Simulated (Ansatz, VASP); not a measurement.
**TiB2: VASP beside Ansatz**

```
Ti B
1.0
     3.02920   -0.03029   -0.03029
    -1.54083    2.63851   -0.01109
    -0.03228   -0.03228    3.22840
Ti B
1 2
Direct
  0.00000 0.00000 0.00000
  0.33333 0.66667 0.50000
  0.66667 0.33333 0.50000
```

Change from the starting cell: equal xy, yz and zx shear strains of -2 %, crystal datasets.

Alike in both runs: task electric field gradients; functional PBEsol; k mesh 14 × 14 × 11; occupations fermi-dirac, width 0.03 eV; no spin polarisation.

|  | VASP | Ansatz |
| --- | --- | --- |
| version | VASP 6.6.1 | Ansatz 0.2.0 |
| potentials or method | VASP PAW PBE potentials, release 64 (Ti_sv, B), cutoff 520 eV | all-electron PAW with datasets made for the crystal, scalar-relativistic |

|  | VASP | Ansatz | Ansatz less VASP |
| --- | --- | --- | --- |
| pressure (GPa) | -4.4 | -4.8 | -0.38 |
| traceless stress, the component that is largest in VASP (GPa) | 6.06 | 6.06 | -0.005 |
| rms of the force components (eV/Å) | 0.031 | 0.030 | -0.0010 |
| size of Vzz on the site where it differs most (V/Å²) | 23.9 | 26.6 | +2.77 |

VASP's potentials were made for PBE, not for PBEsol. Atom by atom the forces differ by 0.001 eV/Å (rms over components). Ansatz ran all-electron here, and VASP with PAW potentials.
